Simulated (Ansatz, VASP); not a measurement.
# KI: VASP beside Ansatz

```
CELL_PARAMETERS angstrom
0.00000 3.52455 3.55980
3.52455 0.00000 3.55980
3.52455 3.52455 0.00000
ATOMIC_POSITIONS crystal
K 0.00000 0.00000 0.00000
I 0.50000 0.50000 0.50000
```

Change from the starting cell: strain +0.0100 x Voigt [0, 0, 1, 0, 0, 0], atoms carried along.

Alike in both runs: task single point; functional r2SCAN; k mesh 6 × 6 × 6; occupations gaussian, width 0.05 eV; no spin polarisation.

|  | VASP | Ansatz |
| --- | --- | --- |
| version | VASP 6.6.1 | Ansatz 0.2.0 |
| potentials or method | VASP PAW PBE potentials, release 64 (K_sv, I), cutoff 520 eV | scalar-relativistic, plane waves, PAW |
| valence electrons in the cell | 16 | 26 |

```csv
,VASP,Ansatz,Ansatz less VASP
gap on the k mesh at the Fermi level (eV),4.60,4.60,+0.003
least direct gap on the mesh (eV),4.60,4.60,+0.003
pressure (GPa),0.1,0.1,0.00
"traceless stress, the component that is largest in VASP (GPa)",-0.18,-0.18,+0.002
```

VASP's potentials were made for PBE, not for r2SCAN. VASP's potentials hold 16 valence electrons a cell and Ansatz's 26, so a difference there can come from the potentials and not from the codes.

Neither program's run includes spin-orbit coupling.
